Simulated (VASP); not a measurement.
Here is a VASP 6.6.1 calculation.

Contents of INCAR:

```
SYSTEM = MgWSe3
PREC     = Accurate       ! precision mode
ENCUT    = 520            ! plane-wave cutoff, eV
EDIFF    = 1E-6           ! SCF threshold, eV
ISMEAR   = 0              ! smearing method
SIGMA    = 0.1            ! smearing width, eV
LREAL    = .False.        ! projectors in reciprocal space
LASPH    = .True.         ! aspherical terms in the spheres
NELM     = 100            ! most SCF steps
ALGO     = Normal         ! electronic algorithm
ISIF     = 2              ! what is computed and relaxed
LWAVE    = .False.        ! write WAVECAR
LCHARG   = .False.        ! write CHGCAR
GGA      = PE             ! functional
NBANDS   = 25             ! bands
```

File KPOINTS:

```
regular mesh
0
Gamma
  4 4 4
  0 0 0
```

POSCAR

```
MgWSe3
1.0
    4.8066793831      0.0000000000      0.0000000000
    0.0000000000      4.8066793831      0.0000000000
    0.0000000000      0.0000000000      4.8066793831
Mg W Se
1 1 3
Direct
    0.0000000000      0.0000000000      0.0000000000
    0.5000000000      0.5000000000      0.5000000000
    0.5000000000      0.0000000000      0.0000000000
    0.0000000000      0.5000000000      0.0000000000
    0.0000000000      0.0000000000      0.5000000000
```

Potentials or basis: VASP PAW PBE potentials, release 64 (Mg, W_sv, Se).

Launch:

```console
$ cat potpaw_PBE.64/Mg/POTCAR potpaw_PBE.64/W_sv/POTCAR potpaw_PBE.64/Se/POTCAR > POTCAR
$ mpirun -np 1 vasp_std > vasp.out
```

Question: Estimate the pressure.

Answer: 0.2 GPa.

Question: Estimate the band gap on the k mesh.

Answer: Zero (band 17 reaches 4.40 eV, above the bottom of band 18 at 3.85 eV).

Caveat: spin-orbit coupling is left out, which moves the levels of the heavy elements.
